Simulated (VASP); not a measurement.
Write the native input for VASP 6.6.1 that does the following.

```
Task                   : electric field gradients
Functional             : PBE
Potentials or basis    : VASP PAW PBE potentials, release 64 (Mn_pv, O)
Cutoff                 : 520 eV
k mesh                 : 14 × 14 × 14
Occupations            : fermi-dirac, width 0.05 eV
Spin                   : collinear spin, ferromagnetic start
Starting moments       : [4.0, 0.0] μB
Dipole correction      : no
Further INCAR settings : ALGO = Normal; EDIFF = 1e-08; NBANDS = 20
```

The structure of MnO lies in POSCAR:

```
MnO
1.0
    0.0000000000      2.2220000000      2.2220000000
    2.2220000000      0.0000000000      2.2220000000
    2.2220000000      2.2220000000      0.0000000000
Mn O
1 1
Direct
    0.0000000000      0.0000000000      0.0000000000
    0.5000000000      0.5000000000      0.5000000000
```

The input as run:

INCAR

```
PREC = Accurate
ENCUT = 520
EDIFF = 1E-8
ISMEAR = -1
SIGMA = 0.05
LREAL = F
LASPH = T
NELM = 150
ALGO = Normal
ISIF = 2
LWAVE = F
LCHARG = F
ISPIN = 2
MAGMOM = 4 0
LORBIT = 11
LMAXMIX = 4
GGA = PE
LEFG = T
NBANDS = 20
```

KPOINTS

```
Automatic mesh
0
Gamma
  14 14 14
```

Potentials or basis: VASP PAW PBE potentials, release 64 (Mn_pv, O).

The run is started by

```console
$ cat potpaw_PBE.64/Mn_pv/POTCAR potpaw_PBE.64/O/POTCAR > POTCAR
$ mpirun -np 1 vasp_std > vasp.out
```

It gave:

```yaml
Pressure: 0.0 GPa
Net_moment: 4.76 μB per cell
Site_moments: Mn +4.32; O +0.20 μB
Valence_electrons_inside_the_program's_atomic_spheres: Mn 11.36; O 4.97
```

Caveat: without QUAD_EFG the Cq values of the log hold for a quadrupole moment of 1 mb, not for the nuclei; a cell with one magnetic atom can't hold antiferromagnetic order, which such compounds often take.

Wall time 58 s on 1 thread of Intel Xeon 6975P-C, on a shared host, peak memory 0.2 GiB.
